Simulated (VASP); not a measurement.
Runs of VASP 6.6.1 on KF (Carobbiite). The structure is that of space group Fm-3m (No. 225), or close to it. The cells are those of the table. 

| task | level | spin | fixed moment (μB) | cell | k mesh | cutoff (eV) | smearing | k mesh for the DOS | occupations for the DOS | gap on the mesh (eV) | pressure (GPa) | relaxed volume (Å³/atom) |
| --- | --- | --- | --- | --- | --- | --- | --- | --- | --- | --- | --- | --- |
| single point | PBE+D4 | off | - | a = 3.794, b = 3.725, c = 3.785 Å, angles 59.7, 60.6, 60.9°, 2 atoms | 7 × 7 × 7 | 520 | tetrahedron | - | - | 6.14 | 0.8 | - |
| single point | r2SCAN | off | - | a = 3.779 Å, angles 60.0°, 2 atoms | 7 × 7 × 7 | 520 | methfessel-paxton 0.05 eV | - | - | 6.83 | (a) | - |
| single point | revPBE+D3(BJ) | off | - | a = 3.826 Å, angles 60.0°, 2 atoms | 9 × 9 × 9 | 520 | gaussian 0.01 eV | - | - | 6.28 | 0.0 | - |
| single point | PBEsol+D4 | off | - | a = 3.738 Å, angles 60.0°, 2 atoms | 9 × 9 × 9 | 520 | fermi-dirac 0.05 eV | - | - | 6.19 | 0.1 | - |
| relaxation of cell and atoms | PBEsol | off | - | relaxed from a = 3.779 Å, angles 60.0°, 2 atoms | 9 × 9 × 9 | 600 | fermi-dirac 0.05 eV | - | - | 6.13 | 0.0 | (b) |
| single point | PBEsol | off | - | a = 3.853 Å, angles 60.0°, 2 atoms | 9 × 9 × 9 | 520 | fermi-dirac 0.05 eV | - | - | (c) | -2.2 | - |
| relaxation of cell and atoms | PBEsol+D4 | off | - | relaxed from a = 3.779 Å, angles 60.0°, 2 atoms | 9 × 9 × 9 | 600 | fermi-dirac 0.05 eV | - | - | 6.18 | -0.1 | (d) |

Alike in all rows: potentials or basis VASP PAW PBE potentials, release 64 (K_sv, F).

Problem. Fill in the values left out.

Solution. (a) -0.5; (b) 18.69; (c) 5.75; (d) 18.53.

Caveats: the PAW data sets were made with another functional, which shifts forces and pressure a little (some runs).

A k mesh can miss the band edges.
